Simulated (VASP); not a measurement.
# SiO2 (P2_13) in VASP: notebook

SiO2 is run at these levels: r2SCAN; tasks: single point.

Program: VASP 6.6.1. These are calculated values, not measurements. Logs are shortened: lines on timing, memory, paths and dates and some standing lists are left out, and cuts for length are marked.

## (1) The cell of the first run

The structure is cubic, space group P2_13 (No. 198). The conventional cell has a = 6.802 Å, b = 6.802 Å, c = 6.802 Å, α = 90.00°, β = 90.00°, γ = 90.00°. Within 2.1 Å of Si (site symmetry 3) lie 4 O at 1.60 to 1.61 Å. Within 2.1 Å of Si (site symmetry 3) lie 4 O at 1.59 to 1.61 Å. O (site symmetry 3) has 2 Si at 1.59 to 1.60 Å within 2.1 Å. Within 2.1 Å of O (site symmetry 1) lie 2 Si at 1.61 Å.

## (2) Single point, r2SCAN (13.11 Å³/atom)

POSCAR reads:

```
SiO2
1.0
    6.8018397183      0.0000000000      0.0000000000
    0.0000000000      6.8018397183      0.0000000000
    0.0000000000      0.0000000000      6.8018397183
Si O
8 16
Direct
    0.3001149575      0.3001149575      0.3001149575
    0.1998850425      0.6998850425      0.8001149575
    0.8001149575      0.1998850425      0.6998850425
    0.6998850425      0.8001149575      0.1998850425
    1.0291883726      1.0291883726      1.0291883726
    0.4708116274     -0.0291883726      0.5291883726
    0.5291883726      0.4708116274     -0.0291883726
   -0.0291883726      0.5291883726      0.4708116274
    0.1641886483      0.1641886483      0.1641886483
    0.3358113517      0.8358113517      0.6641886483
    0.6641886483      0.3358113517      0.8358113517
    0.8358113517      0.6641886483      0.3358113517
    0.6349957969      0.6804258998      0.0059945329
    0.8650042031      0.3195741002      0.5059945329
    0.1349957969      0.8195741002      0.9940054671
    0.3650042031      0.1804258998      0.4940054671
    0.0059945329      0.6349957969      0.6804258998
    0.5059945329      0.8650042031      0.3195741002
    0.9940054671      0.1349957969      0.8195741002
    0.4940054671      0.3650042031      0.1804258998
    0.6804258998      0.0059945329      0.6349957969
    0.3195741002      0.5059945329      0.8650042031
    0.8195741002      0.9940054671      0.1349957969
    0.1804258998      0.4940054671      0.3650042031
```

INCAR.step1 reads:

```
SYSTEM = SiO2
PREC     = Accurate       ! precision mode
ENCUT    = 520            ! plane-wave cutoff, eV
ISMEAR   = 0              ! smearing method
SIGMA    = 0.02           ! smearing width, eV
LREAL    = Auto         
LASPH    = .TRUE.         ! aspherical terms in the spheres
NELM     = 80             ! most SCF steps
NBANDS   = 82             ! bands
GGA      = PE             ! functional
ALGO     = Normal         ! electronic algorithm
EDIFF    = 1E-4           ! SCF threshold, eV
LWAVE    = .TRUE.         ! write WAVECAR
LCHARG   = .FALSE.        ! write CHGCAR
```

INCAR.step2 reads:

```
SYSTEM = SiO2
PREC     = Accurate       ! precision mode
ENCUT    = 520            ! plane-wave cutoff, eV
EDIFF    = 1E-6           ! SCF threshold, eV
ISMEAR   = 0              ! smearing method
SIGMA    = 0.02           ! smearing width, eV
LREAL    = Auto         
LASPH    = .TRUE.         ! aspherical terms in the spheres
NELM     = 80             ! most SCF steps
ALGO     = Normal         ! electronic algorithm
ISIF     = 2              ! what is computed and relaxed
LWAVE    = .FALSE.        ! write WAVECAR
LCHARG   = .FALSE.        ! write CHGCAR
METAGGA  = R2SCAN         ! meta-GGA
LMIXTAU  = .TRUE.       
NBANDS   = 82             ! bands
ISTART   = 1
```

KPOINTS reads:

```
regular mesh
0
G
  4 4 4
  0 0 0
```

Potentials or basis: VASP PAW PBE potentials, release 64 (Si, O).

Command:

```sh
$ cat potpaw_PBE.64/Si/POTCAR potpaw_PBE.64/O/POTCAR > POTCAR
$ cp INCAR.step1 INCAR
$ mpirun -np 1 vasp_std > vasp.out
$ cp INCAR.step2 INCAR
$ mpirun -np 1 vasp_std > vasp.out
```

OUTCAR:

```text
SYSTEM = SiO2
   PREC = Accurate
   ENCUT = 520
   EDIFF = 1E-6
   ISMEAR = 0
   LREAL = Auto
   LASPH = .TRUE.
   NELM = 80
   ISIF = 2
   METAGGA = R2SCAN
   ISTART = 1

 ion  position               nearest neighbor table
   1  0.300  0.300  0.300-   9 1.60  16 1.61  20 1.61  24 1.61   7 2.97   8 2.97   6 2.97
   2  0.200  0.700  0.800-  10 1.60  15 1.61  17 1.61  22 1.61   7 2.97   8 2.97   5 2.97
   3  0.800  0.200  0.700-  11 1.60  14 1.61  19 1.61  21 1.61   6 2.97   8 2.97   5 2.97
   4  0.700  0.800  0.200-  12 1.60  13 1.61  18 1.61  23 1.61   6 2.97   7 2.97   5 2.97
   5  0.029  0.029  0.029-   9 1.59  15 1.61  19 1.61  23 1.61   3 2.97   4 2.97   2 2.97
   6  0.471  0.971  0.529-  10 1.59  16 1.61  18 1.61  21 1.61   3 2.97   4 2.97   1 2.97
   7  0.529  0.471  0.971-  11 1.59  13 1.61  20 1.61  22 1.61   2 2.97   4 2.97   1 2.97
   8  0.971  0.529  0.471-  12 1.59  14 1.61  17 1.61  24 1.61   2 2.97   3 2.97   1 2.97
   9  0.164  0.164  0.164-   5 1.59   1 1.60
  10  0.336  0.836  0.664-   6 1.59   2 1.60
  11  0.664  0.336  0.836-   7 1.59   3 1.60
  12  0.836  0.664  0.336-   8 1.59   4 1.60
  13  0.635  0.680  0.006-   4 1.61   7 1.61
  14  0.865  0.320  0.506-   3 1.61   8 1.61
[... 8 lines left out ...]
  23  0.820  0.994  0.135-   4 1.61   5 1.61
  24  0.180  0.494  0.365-   1 1.61   8 1.61

  LATTYP: Found a simple cubic cell.
 ALAT       =     6.8018397183

  Lattice vectors:

 A1 = (   6.8018397183,   0.0000000000,   0.0000000000)
 A2 = (   0.0000000000,   6.8018397183,   0.0000000000)
 A3 = (   0.0000000000,   0.0000000000,   6.8018397183)

Analysis of symmetry for initial positions (statically):
=====================================================================
 Subroutine PRICEL returns:
 Original cell was already a primitive cell.

 Routine SETGRP: Setting up the symmetry group for a
 simple cubic supercell.

 Subroutine GETGRP returns: Found 12 space group operations
 (whereof  3 operations were pure point group operations)
 out of a pool of 48 trial point group operations.

The static configuration has the point symmetry C_3 .
 The point group associated with its full space group is T   .

Analysis of symmetry for dynamics (positions and initial velocities):
=====================================================================
 Subroutine PRICEL returns:
 Original cell was already a primitive cell.

 Routine SETGRP: Setting up the symmetry group for a
 simple cubic supercell.

 Subroutine GETGRP returns: Found 12 space group operations
 (whereof  3 operations were pure point group operations)
 out of a pool of 48 trial point group operations.

The dynamic configuration has the point symmetry C_3 .
 The point group associated with its full space group is T   .

[... 138 lines left out ...]
   PSTRESS=    0.0 pullay stress
   NELECT =     128.0000    total number of electrons
   NUPDOWN=      -1.0000    fix difference up-down
   EMIN   =  10.00;   EMAX   =-10.00  energy-range for DOS
   EFERMI =   0.00;   METHOD = LEGACY
   ISMEAR =     0;   SIGMA  =   0.02  broadening in eV -4-tet -1-fermi 0-gaus
   EFERMI_NEDOS =   21; number of points for ismear=-14 and -15
   IALGO  =     38    algorithm
   IMIX   =      4    mixing-type and parameters
     AMIX     =   0.40;   BMIX     =  1.00
     AMIX_MAG =   1.60;   BMIX_MAG =  1.00
  volume/ion in A,a.u.               =      13.11        88.48
  Fermi-wavevector in a.u.,A,eV,Ry     =   1.212975  2.292190 20.018357  1.471308
  Thomas-Fermi vector in A             =   2.348442
   LORBIT       =      0    0 simple, 1 ext, 2 COOP (PROOUT), +10 PAW based schemes
   METAGGA = R2SCAN    functional components
   LHFCALC =     F    Hartree Fock is set to
   AEXX    =    0.0000 exact exchange contribution
   IVDW    =     0    specifies the selected vdW correction
   LEPSILON=     F    determine dielectric tensor
   LRPA    =     F    only Hartree local field effects (RPA)
 non-spin polarized calculation
 Gauss-broadening in eV      SIGMA  =   0.02
  energy-cutoff  :      520.00
  volume of cell :      314.69
 maximum number of plane-waves:      8496
 NGX is ok and might be reduce to    54
   NGX = 25   NGY = 25   NGZ = 25

 number of electron     128.0000004 magnetization

 Free energy of the ion-electron system (eV)
  ---------------------------------------------------
  ext. energy  EPLUGINS =         0.00000000
  ---------------------------------------------------
  free energy    TOTEN  =      -237.86925526 eV

  energy without entropy =     -237.86925526  energy(sigma->0) =     -237.86925526

 E-fermi :   0.2736     XC(G=0):  -9.3990

 val. band max:        0.1117434613   @ k =   0.5000   0.5000   0.5000
 cond. band min:       6.8390736395   @ k =   0.0000   0.0000   0.0000
 fundamental gap:      6.7273301782
 Fermi energy:         0.2736129055

 k-point     1 :       0.0000    0.0000    0.0000
  band No.  band energies     occupation
      1     -20.2113      2.00000
      2     -19.2335      2.00000
      3     -19.2335      2.00000
      4     -19.2335      2.00000
      5     -19.1851      2.00000
      6     -19.1851      2.00000
[... 858 lines left out ...]
     75      11.0617      0.00000
     76      11.0617      0.00000
 [bands above 76 left out]

------------------------ aborting loop because EDIFF is reached ----------------------------------------

  FORCE on cell =-STRESS in cart. coord.  units (eV):
  Direction    XX          YY          ZZ          XY          YZ          ZX
  --------------------------------------------------------------------------------------
  -------------------------------------------------------------------------------------
  Total        5.8780252      5.8780252      5.8780252      0.0000000     -0.0000000      0.0000000
  in kB       29.9269768     29.9269768     29.9269768      0.0000000     -0.0000000      0.0000000
  external PRESSURE =      29.9269768 kB  Pullay stress =       0.0000000 kB

 VOLUME and BASIS-vectors are now :
 -----------------------------------------------------------------------------
  energy-cutoff  :      520.00
  volume of cell :      314.69
      direct lattice vectors                 reciprocal lattice vectors
     6.801839718  0.000000000  0.000000000     0.147019048  0.000000000  0.000000000
     0.000000000  6.801839718  0.000000000     0.000000000  0.147019048  0.000000000
     0.000000000  0.000000000  6.801839718     0.000000000  0.000000000  0.147019048

 POSITION                                       TOTAL-FORCE (eV/Angst)
 -----------------------------------------------------------------------------------
      2.04133      2.04133      2.04133         0.003904      0.003904      0.003904
      1.35959      4.76051      5.44225        -0.003904     -0.003904      0.003904
      5.44225      1.35959      4.76051         0.003904     -0.003904     -0.003904
      4.76051      5.44225      1.35959        -0.003904      0.003904     -0.003904
      0.19853      0.19853      0.19853         0.046296      0.046296      0.046296
      3.20239      6.60331      3.59945        -0.046296     -0.046296      0.046296
[... 16 lines left out ...]
      5.57461      6.76107      0.91822        -0.004576     -0.000640     -0.003240
      1.22723      3.36015      2.48270         0.004576     -0.000640      0.003240
 -----------------------------------------------------------------------------------
    total drift:                                0.000000      0.000001      0.000000

  FREE ENERGIE OF THE ION-ELECTRON SYSTEM (eV)
  ---------------------------------------------------
  free  energy   TOTEN  =      -237.8692552565 eV

  energy  without entropy=     -237.8692552565  energy(sigma->0) =     -237.86925526
```

OUTCAR.step1:

```text
SYSTEM = SiO2
   PREC = Accurate
   ENCUT = 520
   ISMEAR = 0
   LREAL = Auto
   LASPH = .TRUE.
   NELM = 80
   GGA = PE
[... 1147 lines left out ...]
      3.20239      6.60331      3.59945        -0.028222     -0.028222      0.028222
[... 16 lines left out ...]
      5.57461      6.76107      0.91822        -0.172952      0.296000      0.090173
      1.22723      3.36015      2.48270         0.172952      0.296000     -0.090173
 -----------------------------------------------------------------------------------
    total drift:                                0.000000      0.000000      0.000000

  FREE ENERGIE OF THE ION-ELECTRON SYSTEM (eV)
  ---------------------------------------------------
  free  energy   TOTEN  =      -188.9512359813 eV

  energy  without entropy=     -188.9512359813  energy(sigma->0) =     -188.95123598
```

OSZICAR.step1:

```text
N       E                     dE             d eps       ncg     rms          rms(c)
DAV:   1     0.838030371029E+03    0.83803E+03   -0.67022E+04  1804   0.144E+03
DAV:   2    -0.148394738540E+03   -0.98643E+03   -0.95898E+03  2228   0.337E+02
DAV:   3    -0.213570558705E+03   -0.65176E+02   -0.64869E+02  2168   0.923E+01
DAV:   4    -0.214552107779E+03   -0.98155E+00   -0.97855E+00  2200   0.122E+01
DAV:   5    -0.214573620719E+03   -0.21513E-01   -0.21492E-01  2128   0.171E+00    0.421E+01
DAV:   6    -0.188935446381E+03    0.25638E+02   -0.10610E+02  2094   0.347E+01    0.198E+01
DAV:   7    -0.188933439805E+03    0.20066E-02   -0.30281E+00  2296   0.541E+00    0.732E+00
DAV:   8    -0.188916445118E+03    0.16995E-01   -0.15937E-01  2128   0.188E+00    0.274E+00
DAV:   9    -0.188944966244E+03   -0.28521E-01   -0.74729E-02  2024   0.124E+00    0.538E-01
DAV:  10    -0.188951093429E+03   -0.61272E-02   -0.93016E-03  2024   0.354E-01    0.158E-01
DAV:  11    -0.188951180047E+03   -0.86619E-04   -0.20542E-03  2192   0.177E-01    0.248E-02
DAV:  12    -0.188951235981E+03   -0.55934E-04   -0.10151E-04  1320   0.502E-02
   1 F= -.18895124E+03 E0= -.18895124E+03  d E =-.446020E-39
```

It took 15 min on 1 thread of AMD EPYC 9R45 (Zen 5), shared host; peak memory 0.48 GiB.

Results:

| Property | Result |
| --- | --- |
| Free energy | -237.8693 eV |
| Pressure | 3.0 GPa |
| Largest force | 0.080 eV/Å |
| Band gap on the k mesh | 6.73 eV (least direct gap 6.74 eV) |

Forces on the atoms (eV/Å):
```
Si   0.004  0.004  0.004
Si  -0.004 -0.004  0.004
Si   0.004 -0.004 -0.004
Si  -0.004  0.004 -0.004
Si   0.046  0.046  0.046
Si  -0.046 -0.046  0.046
Si   0.046 -0.046 -0.046
Si  -0.046  0.046 -0.046
O    0.006  0.006  0.006
O   -0.006 -0.006  0.006
O    0.006 -0.006 -0.006
O   -0.006  0.006 -0.006
O   -0.003  0.005  0.001
O    0.003 -0.005  0.001
O   -0.003 -0.005 -0.001
O    0.003  0.005 -0.001
O    0.001 -0.003  0.005
O    0.001  0.003 -0.005
O   -0.001 -0.003 -0.005
O   -0.001  0.003  0.005
O    0.005  0.001 -0.003
O   -0.005  0.001  0.003
O   -0.005 -0.001 -0.003
O    0.005 -0.001  0.003
```

Caveat: the PAW data sets were made with another functional, which shifts forces and pressure a little. A k mesh can miss the band edges.

## (3) Single point, r2SCAN (13.56 Å³/atom)

This run uses another cell than the first one, of 13.56 Å³/atom.

POSCAR reads:

```
SiO2
1.0
    6.8782712810      0.0000000000      0.0000000000
    0.0000000000      6.8782712810      0.0000000000
    0.0000000000      0.0000000000      6.8782712810
Si O
8 16
Direct
    0.2956225333      0.2956225333      0.2956225333
    0.2043774667      0.7043774667      0.7956225333
    0.7956225333      0.2043774667      0.7043774667
    0.7043774667      0.7956225333      0.2043774667
    1.0273527106      1.0273527106      1.0273527106
    0.4726472894     -0.0273527106      0.5273527106
    0.5273527106      0.4726472894     -0.0273527106
   -0.0273527106      0.5273527106      0.4726472894
    0.1611180954      0.1611180954      0.1611180954
    0.3388819046      0.8388819046      0.6611180954
    0.6611180954      0.3388819046      0.8388819046
    0.8388819046      0.6611180954      0.3388819046
    0.6366119192      0.6762030368      0.0144421042
    0.8633880808      0.3237969632      0.5144421042
    0.1366119192      0.8237969632      0.9855578958
    0.3633880808      0.1762030368      0.4855578958
    0.0144421042      0.6366119192      0.6762030368
    0.5144421042      0.8633880808      0.3237969632
    0.9855578958      0.1366119192      0.8237969632
    0.4855578958      0.3633880808      0.1762030368
    0.6762030368      0.0144421042      0.6366119192
    0.3237969632      0.5144421042      0.8633880808
    0.8237969632      0.9855578958      0.1366119192
    0.1762030368      0.4855578958      0.3633880808
```

INCAR.step1 reads:

```
SYSTEM = SiO2
  ALGO = Normal
  EDIFF = 1E-4
  ENCUT = 520
  GGA = PE
  ISMEAR = 0
  LASPH = .True.
  LCHARG = .False.
  LREAL = Auto
  LWAVE = .True.
  NBANDS = 82
  NELM = 80
  PREC = Accurate
  SIGMA = 0.02
```

INCAR.step2 reads:

```
SYSTEM = SiO2
  ALGO = Normal
  EDIFF = 1E-7
  ENCUT = 520
  ISIF = 2
  ISMEAR = 0
  ISTART = 1
  LASPH = .True.
  LCHARG = .False.
  LMIXTAU = .True.
  LREAL = Auto
  LWAVE = .False.
  METAGGA = R2SCAN
  NBANDS = 82
  NELM = 80
  PREC = Accurate
  SIGMA = 0.02
```

KPOINTS reads:

```
k-points
0
Gamma
  4 4 4
  0 0 0
```

Potentials or basis: VASP PAW PBE potentials, release 64 (Si, O).

Command:

```sh
$ cat potpaw_PBE.64/Si/POTCAR potpaw_PBE.64/O/POTCAR > POTCAR
$ cp INCAR.step1 INCAR
$ mpirun -np 1 vasp_std > vasp.out
$ cp INCAR.step2 INCAR
$ mpirun -np 1 vasp_std > vasp.out
```

OUTCAR:

```text
SYSTEM = SiO2
   EDIFF = 1E-7
   ENCUT = 520
   ISIF = 2
   ISMEAR = 0
   ISTART = 1
   LASPH = .True.
   LREAL = Auto
   METAGGA = R2SCAN
   NELM = 80
   PREC = Accurate

 ion  position               nearest neighbor table
   1  0.296  0.296  0.296-   9 1.60  16 1.61  20 1.61  24 1.61   7 2.99   8 2.99   6 2.99
   2  0.204  0.704  0.796-  10 1.60  15 1.61  17 1.61  22 1.61   7 2.99   8 2.99   5 2.99
   3  0.796  0.204  0.704-  11 1.60  14 1.61  19 1.61  21 1.61   6 2.99   8 2.99   5 2.99
   4  0.704  0.796  0.204-  12 1.60  13 1.61  18 1.61  23 1.61   6 2.99   7 2.99   5 2.99
   5  0.027  0.027  0.027-   9 1.59  15 1.61  19 1.61  23 1.61   3 2.99   4 2.99   2 2.99
   6  0.473  0.973  0.527-  10 1.59  16 1.61  18 1.61  21 1.61   3 2.99   4 2.99   1 2.99
   7  0.527  0.473  0.973-  11 1.59  13 1.61  20 1.61  22 1.61   2 2.99   4 2.99   1 2.99
   8  0.973  0.527  0.473-  12 1.59  14 1.61  17 1.61  24 1.61   2 2.99   3 2.99   1 2.99
   9  0.161  0.161  0.161-   5 1.59   1 1.60
  10  0.339  0.839  0.661-   6 1.59   2 1.60
  11  0.661  0.339  0.839-   7 1.59   3 1.60
  12  0.839  0.661  0.339-   8 1.59   4 1.60
  13  0.637  0.676  0.014-   4 1.61   7 1.61
  14  0.863  0.324  0.514-   3 1.61   8 1.61
[... 8 lines left out ...]
  23  0.824  0.986  0.137-   4 1.61   5 1.61
  24  0.176  0.486  0.363-   1 1.61   8 1.61

[... 228 lines left out ...]
      4     -19.4798      2.00000
      5     -19.4403      2.00000
      6     -19.4403      2.00000
[... 858 lines left out ...]
     75      10.6224      0.00000
     76      10.6224      0.00000
 [bands above 76 left out]

------------------------ aborting loop because EDIFF is reached ----------------------------------------

  FORCE on cell =-STRESS in cart. coord.  units (eV):
  Direction    XX          YY          ZZ          XY          YZ          ZX
  --------------------------------------------------------------------------------------
  -------------------------------------------------------------------------------------
  Total        4.1175076      4.1175076      4.1175076     -0.0000000     -0.0000000     -0.0000000
  in kB       20.2724896     20.2724896     20.2724896     -0.0000000     -0.0000000     -0.0000000
  external PRESSURE =      20.2724896 kB  Pullay stress =       0.0000000 kB

 VOLUME and BASIS-vectors are now :
 -----------------------------------------------------------------------------
  energy-cutoff  :      520.00
  volume of cell :      325.42
      direct lattice vectors                 reciprocal lattice vectors
     6.878271281  0.000000000  0.000000000     0.145385368  0.000000000  0.000000000
     0.000000000  6.878271281  0.000000000     0.000000000  0.145385368  0.000000000
     0.000000000  0.000000000  6.878271281     0.000000000  0.000000000  0.145385368

 POSITION                                       TOTAL-FORCE (eV/Angst)
 -----------------------------------------------------------------------------------
      2.03337      2.03337      2.03337         0.001848      0.001848      0.001848
      1.40576      4.84490      5.47251        -0.001848     -0.001848      0.001848
      5.47251      1.40576      4.84490         0.001848     -0.001848     -0.001848
      4.84490      5.47251      1.40576        -0.001848      0.001848     -0.001848
      0.18814      0.18814      0.18814         0.038088      0.038088      0.038088
      3.25100      6.69013      3.62728        -0.038088     -0.038088      0.038088
[... 16 lines left out ...]
      5.66630      6.77893      0.93965        -0.003144      0.000171     -0.005477
      1.21197      3.33980      2.49948         0.003144      0.000171      0.005477
 -----------------------------------------------------------------------------------
    total drift:                                0.000000      0.000000      0.000000

  FREE ENERGIE OF THE ION-ELECTRON SYSTEM (eV)
  ---------------------------------------------------
  free  energy   TOTEN  =      -238.0404217976 eV

  energy  without entropy=     -238.0404217976  energy(sigma->0) =     -238.04042180
```

Wall time 14 min (1 thread of AMD EPYC 9R45 (Zen 5), shared host); peak memory 0.49 GiB.

Results:

- Free energy: -238.0404 eV
- Pressure: 2.0 GPa
- Largest force: 0.066 eV/Å
- Band gap on the k mesh: 6.64 eV (least direct gap 6.66 eV)

Forces in eV/Å, atoms in the order of the input:
```
Si   0.002  0.002  0.002
Si  -0.002 -0.002  0.002
Si   0.002 -0.002 -0.002
Si  -0.002  0.002 -0.002
Si   0.038  0.038  0.038
Si  -0.038 -0.038  0.038
Si   0.038 -0.038 -0.038
Si  -0.038  0.038 -0.038
O    0.005  0.005  0.005
O   -0.005 -0.005  0.005
O    0.005 -0.005 -0.005
O   -0.005  0.005 -0.005
O   -0.005  0.003  0.000
O    0.005 -0.003  0.000
O   -0.005 -0.003  0.000
O    0.005  0.003  0.000
O    0.000 -0.005  0.003
O    0.000  0.005 -0.003
O    0.000 -0.005 -0.003
O    0.000  0.005  0.003
O    0.003  0.000 -0.005
O   -0.003  0.000  0.005
O   -0.003  0.000 -0.005
O    0.003  0.000  0.005
```

Caveat: the PAW data sets were made with another functional, which shifts forces and pressure a little. A k mesh can miss the band edges.

[end of part 1 of 2]
